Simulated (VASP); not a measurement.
# Bi (R-3m) in VASP: notebook

The runs below take Bi through electric field gradients, with PBEsol.

All numbers are computed with VASP 6.6.1; they aren't measurements. Logs are shortened: lines on timing, memory, paths and dates and some standing lists are left out, and cuts for length are marked.

### 1 The cell of the first run

It takes space group R-3m (No. 166, trigonal). Conventional cell: a = 4.515 Å, b = 4.515 Å, c = 11.782 Å, α = 90.00°, β = 90.00°, γ = 120.00°. Bi (site symmetry 3m) has 6 Bi at 3.05 to 3.51 Å within 4.0 Å.

### 2 Electric field gradients, PBEsol (34.68 Å³/atom)

INCAR reads:

```
SYSTEM = Bi
ALGO     = Normal         ! electronic algorithm
EDIFF    = 1E-8           ! SCF threshold, eV
ENCUT    = 520            ! plane-wave cutoff, eV
GGA      = PS             ! functional
ISIF     = 2              ! what is computed and relaxed
ISMEAR   = -1             ! smearing method
LASPH    = .True.         ! aspherical terms in the spheres
LCHARG   = .False.        ! write CHGCAR
LEFG     = .True.       
LREAL    = .False.        ! projectors in reciprocal space
LWAVE    = .False.        ! write WAVECAR
NBANDS   = 22             ! bands
NELM     = 80             ! most SCF steps
PREC     = Accurate       ! precision mode
SIGMA    = 0.03           ! smearing width, eV
```

KPOINTS reads:

```
k-points
0
Gamma
  10 10 10
  0 0 0
```

POSCAR reads:

```
Bi
1.0
    2.2577441873      1.3035092143      3.9274622876
   -2.2577441873      1.3035092143      3.9274622876
    0.0000000000     -2.6070184286      3.9274622876
Bi
2
Direct
    0.2338900000      0.2338900000      0.2338900000
    0.7661100000      0.7661100000      0.7661100000
```

Potentials or basis: VASP PAW PBE potentials, release 64 (Bi_d).

Launch:

```console
> cat potpaw_PBE.64/Bi_d/POTCAR > POTCAR
> mpirun -np 1 vasp_std > vasp.out
```

OUTCAR:

```text
SYSTEM = Bi
   EDIFF = 1E-8
   ENCUT = 520
   GGA = PS
   ISIF = 2
   ISMEAR = -1
   LASPH = .True.
   LREAL = .False.
   NELM = 80
   PREC = Accurate

 ion  position               nearest neighbor table
   1  0.234  0.234  0.234-   2 3.05   2 3.05   2 3.05   2 3.51   2 3.51   2 3.51
   2  0.766  0.766  0.766-   1 3.05   1 3.05   1 3.05   1 3.51   1 3.51   1 3.51

  LATTYP: Found a trigonal (rhomboedric) cell.
 ALAT       =     4.7139691458
 COS(alpha) =     0.5412184017

  Lattice vectors:

 A1 = (   2.2577441873,   1.3035092143,   3.9274622876)
 A2 = (  -2.2577441873,   1.3035092143,   3.9274622876)
 A3 = (   0.0000000000,  -2.6070184286,   3.9274622876)

Analysis of symmetry for initial positions (statically):
=====================================================================
 Subroutine PRICEL returns:
 Original cell was already a primitive cell.

 Routine SETGRP: Setting up the symmetry group for a
 trigonal (rhombohedral) supercell.

 Subroutine GETGRP returns: Found 12 space group operations
 (whereof 12 operations were pure point group operations)
 out of a pool of 12 trial point group operations.

The static configuration has the point symmetry D_3d.

Analysis of symmetry for dynamics (positions and initial velocities):
=====================================================================
 Subroutine PRICEL returns:
 Original cell was already a primitive cell.

 Routine SETGRP: Setting up the symmetry group for a
 trigonal (rhombohedral) supercell.

 Subroutine GETGRP returns: Found 12 space group operations
 (whereof 12 operations were pure point group operations)
 out of a pool of 12 trial point group operations.

The dynamic configuration has the point symmetry D_3d.

 Subroutine INISYM returns: Found 12 space group operations
 (whereof 12 operations are pure point group operations),
 and found     1 'primitive' translations

----------------------------------------------------------------------------------------

                                     Primitive cell

  volume of cell :      69.3509

  direct lattice vectors                    reciprocal lattice vectors
[... 119 lines left out ...]
  energy-cutoff  :      520.00
  volume of cell :       69.35
 maximum number of plane-waves:      1899
   NGX = 17   NGY = 17   NGZ = 17

 number of electron      30.0000003 magnetization

 Free energy of the ion-electron system (eV)
  ---------------------------------------------------
  ext. energy  EPLUGINS =         0.00000000
  ---------------------------------------------------
  free energy    TOTEN  =        -8.60303071 eV

  energy without entropy =       -8.60252970  energy(sigma->0) =       -8.60278021

 E-fermi :   6.2968     XC(G=0):  -9.7660

 val. band max:        6.2879182603   @ k =  -0.4000   0.5000   0.4000
 cond. band min:       6.3977291727   @ k =   0.4000   0.1000   0.1000
 fundamental gap:      0.1098109124
 Fermi energy:         6.2967883826

 k-point     1 :       0.0000    0.0000    0.0000
  band No.  band energies     occupation
      1     -16.5455      2.00000
      2     -16.5455      2.00000
      3     -16.3856      2.00000
      4     -16.3856      2.00000
      5     -16.3682      2.00000
      6     -16.1895      2.00000
[... 589 lines left out ...]
     21      15.5687      0.00000
     22      15.6716      0.00000

 [... further k-points ...]

------------------------ aborting loop because EDIFF is reached ----------------------------------------

  FORCE on cell =-STRESS in cart. coord.  units (eV):
  Direction    XX          YY          ZZ          XY          YZ          ZX
  --------------------------------------------------------------------------------------
  -------------------------------------------------------------------------------------
  Total        0.1323248      0.1323248      0.0845015      0.0000000      0.0000000      0.0000000
  in kB        3.0570308      3.0570308      1.9521942      0.0000000      0.0000000      0.0000000
  external PRESSURE =       2.6887519 kB  Pullay stress =       0.0000000 kB

 VOLUME and BASIS-vectors are now :
 -----------------------------------------------------------------------------
  energy-cutoff  :      520.00
  volume of cell :       69.35
      direct lattice vectors                 reciprocal lattice vectors
     2.257744187  1.303509214  3.927462288     0.221459988  0.127859984  0.084872447
    -2.257744187  1.303509214  3.927462288    -0.221459988  0.127859984  0.084872447
     0.000000000 -2.607018429  3.927462288     0.000000000 -0.255719967  0.084872447

 POSITION                                       TOTAL-FORCE (eV/Angst)
 -----------------------------------------------------------------------------------
      0.00000      0.00000      2.75578         0.000000      0.000000      0.213143
      0.00000      0.00000      9.02660         0.000000      0.000000     -0.213143
 -----------------------------------------------------------------------------------
    total drift:                                0.000000     -0.000000      0.000000

  FREE ENERGIE OF THE ION-ELECTRON SYSTEM (eV)
  ---------------------------------------------------
  free  energy   TOTEN  =        -8.6030307122 eV

  energy  without entropy=       -8.6025296989  energy(sigma->0) =       -8.60278021

 Electric field gradients (V/A^2)
---------------------------------------------------------------------
 ion       V_xx      V_yy      V_zz      V_xy      V_xz      V_yz
---------------------------------------------------------------------
   1      14.305    14.305   -28.610    -0.000     0.000    -0.000
   2      14.305    14.305   -28.610    -0.000    -0.000    -0.000
---------------------------------------------------------------------

 Electric field gradients after diagonalization (V/A^2)
 (convention: |V_zz| > |V_xx| > |V_yy|)
----------------------------------------------------------------------
 ion       V_xx      V_yy      V_zz     asymmetry (V_yy - V_xx)/ V_zz
----------------------------------------------------------------------
   1      14.305    14.305   -28.610       0.000
   2      14.305    14.305   -28.610       0.000
----------------------------------------------------------------------

           NMR quadrupolar parameters

 Cq : quadrupolar parameter    Cq=e*Q*V_zz/h
 eta: asymmetry parameters     (V_yy - V_xx)/ V_zz
 Q  : nuclear electric quadrupole moment in mb (millibarn)
----------------------------------------------------------------------
 ion       Cq(MHz)       eta       Q (mb)
----------------------------------------------------------------------
   1      -0.069       0.000       1.000
   2      -0.069       0.000       1.000
----------------------------------------------------------------------
```

Run time: 2.3 min. Hardware: 1 thread of Intel Xeon Platinum 8488C (Sapphire Rapids), shared host; peak memory 0.28 GiB.

What came out:

```
Free energy                             : -8.6030 eV
Pressure                                : 0.3 GPa
Largest force                           : 0.213 eV/Å
Band gap on the k mesh                  : zero (bands 15 and 16 overlap by 0.22 eV)
Largest electric field gradient by atom : Bi -28.6 V/Å²
```

Forces on the atoms (eV/Å):
```
Bi   0.000  0.000  0.213
Bi   0.000  0.000 -0.213
```

Electric field gradients, principal values (V/Å²):
| atom | least | middle | greatest (by size) |
| --- | --- | --- | --- |
| 1 Bi | 14.305 | 14.305 | -28.610 |
| 2 Bi | 14.305 | 14.305 | -28.610 |

Caveat: without QUAD_EFG the Cq values of the log hold for a quadrupole moment of 1 mb, not for the nuclei; the PAW data sets were made with another functional, which shifts forces and pressure a little; spin-orbit coupling is left out, which moves the levels of the heavy elements.

### 3 Electric field gradients, PBEsol (35.74 Å³/atom)

This run uses another cell than the first one, of 35.74 Å³/atom.

INCAR reads:

```
SYSTEM = Bi
PREC = Accurate ; ENCUT = 520
EDIFF = 1E-8 ; ISMEAR = -1
SIGMA = 0.03 ; LREAL = .False.
LASPH = .True. ; NELM = 60
ALGO = Normal ; ISIF = 2
LWAVE = .False. ; LCHARG = .False.
GGA = PS ; LEFG = .True.
NBANDS = 22
```

KPOINTS reads:

```
Automatic mesh
0
Gamma
  10 10 10
  0 0 0
```

POSCAR reads:

```
Bi
1.0
    2.2805512278      1.3166768653      3.9671363091
   -2.2805512278      1.3166768653      3.9671363091
    0.0000000000     -2.6333537305      3.9671363091
Bi
2
Direct
    0.2338900000      0.2338900000      0.2338900000
    0.7661100000      0.7661100000      0.7661100000
```

Potentials or basis: VASP PAW PBE potentials, release 64 (Bi_d).

Launch:

```console
> cat potpaw_PBE.64/Bi_d/POTCAR > POTCAR
> mpirun -np 1 vasp_std > vasp.out
```

OUTCAR:

```text
SYSTEM = Bi
   PREC = Accurate
   ENCUT = 520
   EDIFF = 1E-8
   ISMEAR = -1
   LREAL = .False.
   LASPH = .True.
   NELM = 60
   ISIF = 2
   GGA = PS

 ion  position               nearest neighbor table
   1  0.234  0.234  0.234-   2 3.08   2 3.08   2 3.08   2 3.54   2 3.54   2 3.54
   2  0.766  0.766  0.766-   1 3.08   1 3.08   1 3.08   1 3.54   1 3.54   1 3.54

  LATTYP: Found a trigonal (rhomboedric) cell.
 ALAT       =     4.7615882188
 COS(alpha) =     0.5412184017

  Lattice vectors:

 A1 = (   2.2805512278,   1.3166768653,   3.9671363091)
 A2 = (  -2.2805512278,   1.3166768653,   3.9671363091)
 A3 = (   0.0000000000,  -2.6333537305,   3.9671363091)

Analysis of symmetry for initial positions (statically):
=====================================================================
 Subroutine PRICEL returns:
 Original cell was already a primitive cell.

 Routine SETGRP: Setting up the symmetry group for a
 trigonal (rhombohedral) supercell.

 Subroutine GETGRP returns: Found 12 space group operations
 (whereof 12 operations were pure point group operations)
 out of a pool of 12 trial point group operations.

The static configuration has the point symmetry D_3d.

Analysis of symmetry for dynamics (positions and initial velocities):
=====================================================================
 Subroutine PRICEL returns:
 Original cell was already a primitive cell.

 Routine SETGRP: Setting up the symmetry group for a
 trigonal (rhombohedral) supercell.

 Subroutine GETGRP returns: Found 12 space group operations
 (whereof 12 operations were pure point group operations)
 out of a pool of 12 trial point group operations.

The dynamic configuration has the point symmetry D_3d.

 Subroutine INISYM returns: Found 12 space group operations
 (whereof 12 operations are pure point group operations),
 and found     1 'primitive' translations

----------------------------------------------------------------------------------------

                                     Primitive cell

  volume of cell :      71.4739

  direct lattice vectors                    reciprocal lattice vectors
     2.280551228  1.316676865  3.967136309     0.219245239  0.126581298  0.084023665
    -2.280551228  1.316676865  3.967136309    -0.219245239  0.126581298  0.084023665
     0.000000000 -2.633353731  3.967136309     0.000000000 -0.253162596  0.084023665

  length of vectors
     4.761588219  4.761588219  4.761588219     0.266741966  0.266741966  0.266741966

  position of ions in fractional coordinates (direct lattice)
     0.233890000  0.233890000  0.233890000
     0.766110000  0.766110000  0.766110000

  ion indices of the primitive-cell ions
   primitive index   ion index
                 1           1
                 2           2

----------------------------------------------------------------------------------------

 KPOINTS: Automatic mesh

[... 71 lines left out ...]
   IBRION =     -1    ionic relax: 0-MD 1-quasi-New 2-CG
   NFREE  =      0    steps in history (QN), initial steepest desc. (CG)
   ISIF   =      2    stress and relaxation
   ISYM   =      2    0-nonsym 1-usesym 2-fastsym
   POTIM  = 0.5000    time-step for ionic-motion
   TEBEG  =    0.0;   TEEND  =   0.0 temperature during run
   PSTRESS=    0.0 pullay stress
   NELECT =      30.0000    total number of electrons
   NUPDOWN=      -1.0000    fix difference up-down
   EMIN   =  10.00;   EMAX   =-10.00  energy-range for DOS
   EFERMI =   0.00;   METHOD = LEGACY
   ISMEAR =    -1;   SIGMA  =   0.03  broadening in eV -4-tet -1-fermi 0-gaus
   EFERMI_NEDOS =   21; number of points for ismear=-14 and -15
   IALGO  =     38    algorithm
   IMIX   =      4    mixing-type and parameters
     AMIX     =   0.40;   BMIX     =  1.00
     AMIX_MAG =   1.60;   BMIX_MAG =  1.00
  volume/ion in A,a.u.               =      35.74       241.16
  Fermi-wavevector in a.u.,A,eV,Ry     =   1.225743  2.316319 20.442020  1.502446
  Thomas-Fermi vector in A             =   2.360770
   LORBIT       =      0    0 simple, 1 ext, 2 COOP (PROOUT), +10 PAW based schemes
   GGA     = PS    functional components
   LHFCALC =     F    Hartree Fock is set to
   AEXX    =    0.0000 exact exchange contribution
   IVDW    =     0    specifies the selected vdW correction
   LEPSILON=     F    determine dielectric tensor
   LRPA    =     F    only Hartree local field effects (RPA)
 non-spin polarized calculation
  energy-cutoff  :      520.00
  volume of cell :       71.47
 maximum number of plane-waves:      1961
   NGX = 17   NGY = 17   NGZ = 17

 number of electron      30.0000003 magnetization

 Free energy of the ion-electron system (eV)
  ---------------------------------------------------
  ext. energy  EPLUGINS =         0.00000000
  ---------------------------------------------------
  free energy    TOTEN  =        -8.59788559 eV

  energy without entropy =       -8.59732873  energy(sigma->0) =       -8.59760716

 E-fermi :   5.9406     XC(G=0):  -9.6275

 val. band max:        5.9311783882   @ k =  -0.4000   0.5000   0.4000
 cond. band min:       6.0264375440   @ k =   0.4000   0.1000   0.1000
 fundamental gap:      0.0952591558
 Fermi energy:         5.9406145039

 k-point     1 :       0.0000    0.0000    0.0000
  band No.  band energies     occupation
      1     -16.8390      2.00000
      2     -16.8390      2.00000
      3     -16.6929      2.00000
      4     -16.6929      2.00000
      5     -16.6773      2.00000
      6     -16.5161      2.00000
[... 589 lines left out ...]
     21      15.1326      0.00000
     22      15.2546      0.00000

 [... further k-points ...]

------------------------ aborting loop because EDIFF is reached ----------------------------------------

  FORCE on cell =-STRESS in cart. coord.  units (eV):
  Direction    XX          YY          ZZ          XY          YZ          ZX
  --------------------------------------------------------------------------------------
  -------------------------------------------------------------------------------------
  Total       -0.5396513     -0.5396513     -0.4789433      0.0000000     -0.0000000      0.0000000
  in kB      -12.0969639    -12.0969639    -10.7361182      0.0000000     -0.0000000      0.0000000
  external PRESSURE =     -11.6433487 kB  Pullay stress =       0.0000000 kB

 VOLUME and BASIS-vectors are now :
 -----------------------------------------------------------------------------
  energy-cutoff  :      520.00
  volume of cell :       71.47
      direct lattice vectors                 reciprocal lattice vectors
     2.280551228  1.316676865  3.967136309     0.219245239  0.126581298  0.084023665
    -2.280551228  1.316676865  3.967136309    -0.219245239  0.126581298  0.084023665
     0.000000000 -2.633353731  3.967136309     0.000000000 -0.253162596  0.084023665

 POSITION                                       TOTAL-FORCE (eV/Angst)
 -----------------------------------------------------------------------------------
      0.00000      0.00000      2.78362         0.000000      0.000000      0.073699
      0.00000      0.00000      9.11779         0.000000     -0.000000     -0.073699
 -----------------------------------------------------------------------------------
    total drift:                                0.000000     -0.000000      0.000000

  FREE ENERGIE OF THE ION-ELECTRON SYSTEM (eV)
  ---------------------------------------------------
  free  energy   TOTEN  =        -8.5978855921 eV

  energy  without entropy=       -8.5973287254  energy(sigma->0) =       -8.59760716

 Electric field gradients (V/A^2)
---------------------------------------------------------------------
 ion       V_xx      V_yy      V_zz      V_xy      V_xz      V_yz
---------------------------------------------------------------------
   1      14.206    14.206   -28.412    -0.000    -0.000    -0.000
   2      14.206    14.206   -28.412    -0.000    -0.000    -0.000
---------------------------------------------------------------------

 Electric field gradients after diagonalization (V/A^2)
 (convention: |V_zz| > |V_xx| > |V_yy|)
----------------------------------------------------------------------
 ion       V_xx      V_yy      V_zz     asymmetry (V_yy - V_xx)/ V_zz
----------------------------------------------------------------------
   1      14.206    14.206   -28.412       0.000
   2      14.206    14.206   -28.412       0.000
----------------------------------------------------------------------

           NMR quadrupolar parameters

 Cq : quadrupolar parameter    Cq=e*Q*V_zz/h
 eta: asymmetry parameters     (V_yy - V_xx)/ V_zz
 Q  : nuclear electric quadrupole moment in mb (millibarn)
----------------------------------------------------------------------
 ion       Cq(MHz)       eta       Q (mb)
----------------------------------------------------------------------
   1      -0.069       0.000       1.000
   2      -0.069       0.000       1.000
----------------------------------------------------------------------
```

Wall time 2.4 min (1 thread of Intel Xeon Platinum 8488C (Sapphire Rapids), shared host); peak memory 0.29 GiB.

Results:

```yaml
Free_energy: -8.5979 eV
Pressure: -1.2 GPa
Largest_force: 0.074 eV/Å
Band_gap_on_the_k_mesh: zero (bands 15 and 16 overlap by 0.21 eV)
Largest_electric_field_gradient_by_atom: Bi -28.4 V/Å²
```

Forces in eV/Å, atoms in the order of the input:
```
Bi   0.000  0.000  0.074
Bi   0.000  0.000 -0.074
```

Stress tensor (GPa, compression positive):
```
-1.21  0.00  0.00
 0.00 -1.21  0.00
 0.00  0.00 -1.07
```

Levels at points of the mesh, in eV from the Fermi level:
```
           k point  band 13  band 14  band 15  band 16  band 17  band 18
(0.00, 0.00, 0.00)    -1.39    -1.14    -1.14     2.51     2.98     2.98
(0.50, 0.00, 0.00)    -1.27    -1.12    -0.23    -0.22     0.58     1.08
(0.50, 0.50, 0.00)    -4.57    -2.91    -2.80     2.39     4.92     5.41
(0.50, 0.50, 0.50)    -0.92    -0.54    -0.54     0.74     0.74     0.77
```

Electric field gradients, principal values (V/Å²):
| atom | least | middle | greatest (by size) |
| --- | --- | --- | --- |
| 1 Bi | 14.206 | 14.206 | -28.412 |
| 2 Bi | 14.206 | 14.206 | -28.412 |

Caveat: without QUAD_EFG the Cq values of the log hold for a quadrupole moment of 1 mb, not for the nuclei; the PAW data sets were made with another functional, which shifts forces and pressure a little; spin-orbit coupling is left out, which moves the levels of the heavy elements.

(Part 1 of 2 ends here.)

The gap in the log of VASP goes by the Fermi energy; the results here count the filled bands.